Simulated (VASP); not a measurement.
# MnO (P6_3mc) in VASP: relaxation of cell and atoms with PBE+D3(BJ)

Aim: the relaxation of cell and atoms of MnO with PBE+D3(BJ).

Program: VASP 6.6.1. These are calculated values, not measurements. Logs are shortened: lines on timing, memory, paths and dates and some standing lists are left out, and cuts for length are marked.

**1. The cell of the first run**

Symmetry: P6_3mc, No. 186, hexagonal system. Conventional cell: a = 3.408 Å, b = 3.408 Å, c = 5.357 Å, α = 90.00°, β = 90.00°, γ = 120.00°. Mn (site symmetry 3m) has 4 O at 2.06 to 2.08 Å within 2.7 Å. Within 2.7 Å of O (site symmetry 3m) lie 4 Mn at 2.06 to 2.08 Å.

**2. Relaxation of cell and atoms, PBE+D3(BJ), collinear spin, ferromagnetic start**

File INCAR:

```
SYSTEM = MnO
  PREC = Accurate
  ENCUT = 600
  EDIFF = 1E-6
  ISMEAR = 0
  SIGMA = 0.1
  LREAL = .FALSE.
  LASPH = .TRUE.
  NELM = 150
  ALGO = Normal
  ISIF = 3
  LWAVE = .FALSE.
  LCHARG = .FALSE.
  ISPIN = 2
  MAGMOM = 4.35 4.35 0.25 0.25
  LORBIT = 11
  LMAXMIX = 4
  GGA = PE
  IVDW = 12
  IBRION = 2
  NSW = 90
  EDIFFG = -0.02
  KPAR = 4
```

File KPOINTS:

```
Automatic mesh
0
G
  12 12 8
  0 0 0
```

File POSCAR:

```
MnO
1.0
    3.4078097469      0.0000000000      0.0000000000
   -1.7039048735      2.9512498121      0.0000000000
    0.0000000000      0.0000000000      5.3568462410
Mn O
2 2
Direct
    0.3333333333      0.6666666667     -0.0006875120
    0.6666666667      0.3333333333      0.4993124880
    0.3333333333      0.6666666667      0.3871175120
    0.6666666667      0.3333333333      0.8871175120
```

Potentials or basis: VASP PAW PBE potentials, release 64 (Mn_pv, O).

On the command line:

```console
cat potpaw_PBE.64/Mn_pv/POTCAR potpaw_PBE.64/O/POTCAR > POTCAR
mpirun -np 4 vasp_std > vasp.out
```

OUTCAR:

```text
SYSTEM = MnO
   PREC = Accurate
   ENCUT = 600
   EDIFF = 1E-6
   ISMEAR = 0
   LREAL = .FALSE.
   LASPH = .TRUE.
   NELM = 150
   ISIF = 3
   ISPIN = 2
   LORBIT = 11
   GGA = PE
   IVDW = 12
   IBRION = 2
   NSW = 90
   EDIFFG = -0.02
 IVDW          = 12

 ion  position               nearest neighbor table
   1  0.333  0.667  0.999-   4 2.06   4 2.06   4 2.06   3 2.08
   2  0.667  0.333  0.499-   3 2.06   3 2.06   3 2.06   4 2.08
   3  0.333  0.667  0.387-   2 2.06   2 2.06   2 2.06   1 2.08
   4  0.667  0.333  0.887-   1 2.06   1 2.06   1 2.06   2 2.08

  LATTYP: Found a hexagonal cell.
 ALAT       =     3.4078097469
 C/A-ratio  =     1.5719323081

  Lattice vectors:

 A1 = (   3.4078097469,   0.0000000000,   0.0000000000)
 A2 = (  -1.7039048735,   2.9512498121,   0.0000000000)
 A3 = (   0.0000000000,   0.0000000000,   5.3568462410)

Analysis of symmetry for initial positions (statically):
=====================================================================
 Subroutine PRICEL returns:
 Original cell was already a primitive cell.

 Routine SETGRP: Setting up the symmetry group for a
 hexagonal supercell.

 Subroutine GETGRP returns: Found 12 space group operations
 (whereof  6 operations were pure point group operations)
 out of a pool of 24 trial point group operations.

The static configuration has the point symmetry C_3v.
 The point group associated with its full space group is C_6v.

Analysis of symmetry for dynamics (positions and initial velocities):
=====================================================================
 Subroutine PRICEL returns:
 Original cell was already a primitive cell.

 Routine SETGRP: Setting up the symmetry group for a
 hexagonal supercell.

 Subroutine GETGRP returns: Found 12 space group operations
 (whereof  6 operations were pure point group operations)
 out of a pool of 24 trial point group operations.

The dynamic configuration has the point symmetry C_3v.
 The point group associated with its full space group is C_6v.

Analysis of structural, dynamic, and magnetic symmetry:
=====================================================================
 Subroutine PRICEL returns:
 Original cell was already a primitive cell.

 Routine SETGRP: Setting up the symmetry group for a
 hexagonal supercell.

 Subroutine GETGRP returns: Found 12 space group operations
 (whereof  6 operations were pure point group operations)
 out of a pool of 24 trial point group operations.

The overall configuration has the point symmetry C_3v.
 The point group associated with its full space group is C_6v.

 Subroutine INISYM returns: Found 12 space group operations
 (whereof  6 operations are pure point group operations),
 and found     1 'primitive' translations

----------------------------------------------------------------------------------------

                                     Primitive cell

  volume of cell :      53.8754

  direct lattice vectors                    reciprocal lattice vectors
     3.407809747  0.000000000  0.000000000     0.293443612  0.169419748  0.000000000
    -1.703904873  2.951249812  0.000000000     0.000000000  0.338839496  0.000000000
     0.000000000  0.000000000  5.356846241     0.000000000  0.000000000  0.186677003

  length of vectors
     3.407809747  3.407809747  5.356846241     0.338839496  0.338839496  0.186677003

  position of ions in fractional coordinates (direct lattice)
     0.333333333  0.666666667  0.999312488
     0.666666667  0.333333333  0.499312488
     0.333333333  0.666666667  0.387117512
     0.666666667  0.333333333  0.887117512

  ion indices of the primitive-cell ions
   primitive index   ion index
                 1           1
                 2           2
                 3           3
                 4           4

----------------------------------------------------------------------------------------

 KPOINTS: Automatic mesh

Automatic generation of k-mesh.
 Grid dimensions read from file:
 generate k-points for:   12   12    8

 Generating k-lattice:

  Cartesian coordinates                     Fractional coordinates (reciprocal lattice)
     0.024453634  0.014118312  0.000000000     0.083333333  0.000000000  0.000000000
     0.000000000  0.028236625  0.000000000     0.000000000  0.083333333  0.000000000
     0.000000000  0.000000000  0.023334625     0.000000000  0.000000000  0.125000000

  Length of vectors
     0.028236625  0.028236625  0.023334625

  Shift w.r.t. Gamma in fractional coordinates (k-lattice)
     0.000000000  0.000000000  0.000000000

 Subroutine IBZKPT returns following result:
 ===========================================

 Found     95 irreducible k-points:

 Following reciprocal coordinates:
            Coordinates               Weight
  0.000000  0.000000  0.000000      1.000000
  0.083333 -0.000000  0.000000      6.000000
  0.166667  0.000000  0.000000      6.000000
  0.250000  0.000000  0.000000      6.000000
  0.333333  0.000000  0.000000      6.000000
  0.416667  0.000000  0.000000      6.000000
[... 16 lines left out ...]
  0.250000  0.000000  0.125000     12.000000
  0.333333  0.000000  0.125000     12.000000
 [... further k-points ...]
   k-points           NKPTS =     95   k-points in BZ     NKDIM =     95   number of bands    NBANDS=     28
   number of dos      NEDOS =    301   number of ions     NIONS =      4
   total plane-waves  NPLWV =  37632
   dimension x,y,z NGX =    28 NGY =   28 NGZ =   48
   dimension x,y,z NGXF=    56 NGYF=   56 NGZF=   96
   ions per type =               2   2
   NGX,Y,Z   is equivalent  to a cutoff of  13.66, 13.66, 14.90 a.u.
   NGXF,Y,Z  is equivalent  to a cutoff of  27.32, 27.32, 29.79 a.u.
 SYSTEM =  MnO
   PREC   = accura    normal or accurate (medium, high low for compatibility)
   ISTART =      0    job   : 0-new  1-cont  2-samecut
   ICHARG =      2    charge: 1-file 2-atom 10-const
   ISPIN  =      2    spin polarized calculation?
   LNONCOLLINEAR =      F non collinear calculations
   LSORBIT =      F    spin-orbit coupling
   LASPH  =      T    aspherical Exc in radial PAW
   ENCUT  =  600.0 eV  44.10 Ry    6.64 a.u.   6.81  6.81 10.70*2*pi/ulx,y,z
   NELM   =    150;   NELMIN=  2; NELMDL= -5     # of ELM steps
   EDIFF  = 0.1E-05   stopping-criterion for ELM
   LREAL  =      F    real-space projection
   EDIFFG = -.2E-01   stopping-criterion for IOM
   NSW    =     90    number of steps for IOM
   IBRION =      2    ionic relax: 0-MD 1-quasi-New 2-CG
   NFREE  =      1    steps in history (QN), initial steepest desc. (CG)
   ISIF   =      3    stress and relaxation
   ISYM   =      2    0-nonsym 1-usesym 2-fastsym
   POTIM  = 0.5000    time-step for ionic-motion
   TEBEG  =    0.0;   TEEND  =   0.0 temperature during run
   PSTRESS=    0.0 pullay stress
   NELECT =      38.0000    total number of electrons
   NUPDOWN=      -1.0000    fix difference up-down
   EMIN   =  10.00;   EMAX   =-10.00  energy-range for DOS
   EFERMI =   0.00;   METHOD = LEGACY
   ISMEAR =     0;   SIGMA  =   0.10  broadening in eV -4-tet -1-fermi 0-gaus
   EFERMI_NEDOS =   21; number of points for ismear=-14 and -15
   IALGO  =     38    algorithm
   IMIX   =      4    mixing-type and parameters
     AMIX     =   0.40;   BMIX     =  1.00
     AMIX_MAG =   1.60;   BMIX_MAG =  1.00
  volume/ion in A,a.u.               =      13.47        90.89
  Fermi-wavevector in a.u.,A,eV,Ry     =   1.457267  2.753836 28.893710  2.123628
  Thomas-Fermi vector in A             =   2.574089
   LORBIT       =     11    0 simple, 1 ext, 2 COOP (PROOUT), +10 PAW based schemes
   GGA     = PE    functional components
   LHFCALC =     F    Hartree Fock is set to
   AEXX    =    0.0000 exact exchange contribution
   IVDW    =    12    specifies the selected vdW correction
   LEPSILON=     F    determine dielectric tensor
   LRPA    =     F    only Hartree local field effects (RPA)
 conjugate gradient relaxation of ions
 spin polarized calculation
 Gauss-broadening in eV      SIGMA  =   0.10
  energy-cutoff  :      600.00
  volume of cell :       53.88
 maximum number of plane-waves:      1822
 NGX is ok and might be reduce to    28
   NGX = 13   NGY = 13   NGZ = 21

--------------------------------------- Ionic step        1  -------------------------------------------

 number of electron      38.0000001 magnetization      10.0015856

 number of electron      38.0000001 magnetization       9.9982231

 Free energy of the ion-electron system (eV)
  ---------------------------------------------------
  ext. energy  EPLUGINS =         0.00000000
  ---------------------------------------------------
  free energy    TOTEN  =       -32.86994245 eV

  energy without entropy =      -32.86837950  energy(sigma->0) =      -32.86916097

------------------------ aborting loop because EDIFF is reached ----------------------------------------

 Edisp (eV)   -1.00541

 E8    (eV) :    -0.4107

  FORCE on cell =-STRESS in cart. coord.  units (eV):
  Direction    XX          YY          ZZ          XY          YZ          ZX
  --------------------------------------------------------------------------------------
  -------------------------------------------------------------------------------------
  Total       0.15457     0.15457     0.07798    -0.00000     0.00000     0.00000
  in kB       4.59657     4.59657     2.31894    -0.00000     0.00000     0.00000
  external pressure =        3.84 kB  Pullay stress =        0.00 kB

 VOLUME and BASIS-vectors are now :
 -----------------------------------------------------------------------------
  energy-cutoff  :      600.00
  volume of cell :       53.88
      direct lattice vectors                 reciprocal lattice vectors
     3.407809747  0.000000000  0.000000000     0.293443612  0.169419748  0.000000000
    -1.703904873  2.951249812  0.000000000     0.000000000  0.338839496  0.000000000
     0.000000000  0.000000000  5.356846241     0.000000000  0.000000000  0.186677003
[... 43 lines left out ...]
 POSITION                                       TOTAL-FORCE (eV/Angst)
 -----------------------------------------------------------------------------------
     -0.00000      1.97117      5.35827        -0.000000     -0.000000     -0.004732
      1.70708      0.98558      2.67733        -0.000000     -0.000000     -0.004732
     -0.00000      1.97117      2.07561         0.000000      0.000000      0.004732
      1.70708      0.98558      4.75655         0.000000      0.000000      0.004732
 -----------------------------------------------------------------------------------
    total drift:                               -0.000000      0.000000      0.000759

  FREE ENERGIE OF THE ION-ELECTRON SYSTEM (eV)
  ---------------------------------------------------
  free  energy   TOTEN  =       -33.8754547634 eV

  energy  without entropy=      -33.8739305391  energy(sigma->0) =      -33.87469265

--------------------------------------- Ionic step        3  -------------------------------------------

 number of electron      38.0000002 magnetization       9.9984074

 Free energy of the ion-electron system (eV)
  ---------------------------------------------------
  ext. energy  EPLUGINS =         0.00000000
  ---------------------------------------------------
  free energy    TOTEN  =       -32.87291797 eV

  energy without entropy =      -32.87137782  energy(sigma->0) =      -32.87214789

 E-fermi :   5.6785     XC(G=0): -10.4866

 val. band max:        5.6539687255   @ k =   0.0833  -0.0000   0.1250
 cond. band min:       5.6850064815   @ k =   0.0833  -0.0000   0.0000
 fundamental gap:      0.0310377560
 Fermi energy:         5.6785117936

 spin component 1

 k-point     1 :       0.0000    0.0000    0.0000
  band No.  band energies     occupation
      1     -44.9328      1.00000
      2     -44.8996      1.00000
      3     -44.8910      1.00000
      4     -44.8910      1.00000
      5     -44.8853      1.00000
      6     -44.8853      1.00000
[... 20 lines left out ...]
     27      11.1497      0.00000
[... 712 lines left out ...]
     27      12.1835      0.00000
     28      12.5637      0.00000

 [... further k-points ...]

 spin component 2

 k-point     1 :       0.0000    0.0000    0.0000
  band No.  band energies     occupation
      1     -40.1965      1.00000
      2     -40.1523      1.00000
      3     -40.1454      1.00000
      4     -40.1454      1.00000
      5     -40.1380      1.00000
      6     -40.1380      1.00000
[... 20 lines left out ...]
     27      12.7692      0.00000
[... 740 lines left out ...]
 POSITION                                       TOTAL-FORCE (eV/Angst)
 -----------------------------------------------------------------------------------
     -0.00000      1.96964      5.35614        -0.000000     -0.000000     -0.002076
      1.70575      0.98482      2.67625         0.000000     -0.000000     -0.002076
     -0.00000      1.96964      2.07482         0.000000      0.000000      0.002076
      1.70575      0.98482      4.75471         0.000000      0.000000      0.002076
 -----------------------------------------------------------------------------------
    total drift:                               -0.000000      0.000000      0.000637

  FREE ENERGIE OF THE ION-ELECTRON SYSTEM (eV)
  ---------------------------------------------------
  free  energy   TOTEN  =       -33.8755268294 eV

  energy  without entropy=      -33.8739866828  energy(sigma->0) =      -33.87475676

 reached required accuracy - stopping structural energy minimisation

 total charge

# of ion       s       p       d       tot
------------------------------------------
    1        0.234   6.218   4.947  11.399
    2        0.234   6.218   4.947  11.399
    3        1.551   3.452   0.000   5.004
    4        1.551   3.452   0.000   5.004
--------------------------------------------------
tot          3.571  19.341   9.894  32.806

 magnetization (x)

# of ion       s       p       d       tot
------------------------------------------
    1        0.037   0.059   4.330   4.427
    2        0.037   0.059   4.330   4.427
    3        0.020   0.179   0.000   0.199
    4        0.020   0.179   0.000   0.199
--------------------------------------------------
tot          0.114   0.477   8.661   9.252
```

Wall time 3.3 min (4 MPI ranks of Oxide Virtual Turin-like, shared host); peak memory 0.38 GiB.

What came out:

```yaml
Free_energy: -33.8755 eV
Relaxed_volume: 13.51 Å³/atom
Relaxed_cell: a = 3.412 Å, b = 3.412 Å, c = 5.360 Å, α = 90.00°, β = 90.00°, γ = 120.00°
Space_group_after_relaxing_to_0.1_Å: P6_3mc (No. 186)
Energy_gained_by_relaxing: 0.0 meV/atom
Ionic_steps: 3
Pressure_after_relaxing: 0.0 GPa
Band_gap_on_the_k_mesh: zero (filled and empty bands overlap)
Net_moment: 10.00 μB per cell
Site_moments: Mn +4.43; O +0.20 μB
Valence_electrons_inside_the_program's_atomic_spheres: Mn 11.40; O 5.00
Dispersion_energy_per_atom: -0.251 eV
```

Forces on the atoms (eV/Å):
```
Mn   0.000  0.000 -0.002
Mn   0.000  0.000 -0.002
O    0.000  0.000  0.002
O    0.000  0.000  0.002
```

Stress tensor (GPa, compression positive):
```
 0.01  0.00  0.00
 0.00  0.01  0.00
 0.00  0.00 -0.11
```

Step by step:
```csv
step,energy change (eV),largest force (eV/Å),pressure (GPa),volume (Å³)
1,0.0000,0.0015,0.38,53.88
2,-0.0001,0.0047,-0.22,54.13
3,-0.0002,0.0021,-0.03,54.02
```

Final structure:
```
Mn O
1.0
     3.41151    0.00000    0.00000
    -1.70575    2.95445    0.00000
     0.00000    0.00000    5.35978
Mn O
2 2
Direct
  0.33333 0.66667 0.99932
  0.66667 0.33333 0.49932
  0.33333 0.66667 0.38711
  0.66667 0.33333 0.88711
```

Levels at points of the mesh, in eV from the Fermi level:
Spin up:
| k point | band 22 | band 23 | band 24 | band 25 | band 26 | band 27 |
| --- | --- | --- | --- | --- | --- | --- |
| (0.00, 0.00, 0.00) | -0.71 | -0.38 | 0.06 | 0.06 | 3.66 | 5.47 |
| (0.50, 0.00, 0.00) | -1.93 | -0.96 | -0.93 | 3.97 | 4.32 | 5.91 |
| (0.00, 0.00, 0.50) | -0.35 | -0.35 | -0.35 | 1.16 | 1.16 | 8.36 |
| (0.50, 0.00, 0.50) | -1.38 | -1.22 | -1.22 | 3.86 | 3.86 | 6.16 |
Spin down:
| k point | band 12 | band 13 | band 14 | band 15 | band 16 | band 17 |
| --- | --- | --- | --- | --- | --- | --- |
| (0.00, 0.00, 0.00) | -4.85 | -4.85 | -4.62 | -0.06 | 1.04 | 1.04 |
| (0.50, 0.00, 0.00) | -4.69 | -4.67 | -4.58 | 0.27 | 0.86 | 1.10 |
| (0.00, 0.00, 0.50) | -4.91 | -4.91 | -4.91 | 1.50 | 1.50 | 1.50 |
| (0.50, 0.00, 0.50) | -4.70 | -4.69 | -4.69 | 0.95 | 0.95 | 1.61 |

Caveat: semilocal functionals often make such compounds metallic where correlation or magnetic order opens a gap, which also shifts bond lengths; the run started ferromagnetic, and an antiferromagnetic order may lie lower in energy.

The gap in the log of VASP goes by the Fermi energy; the results here count the filled bands.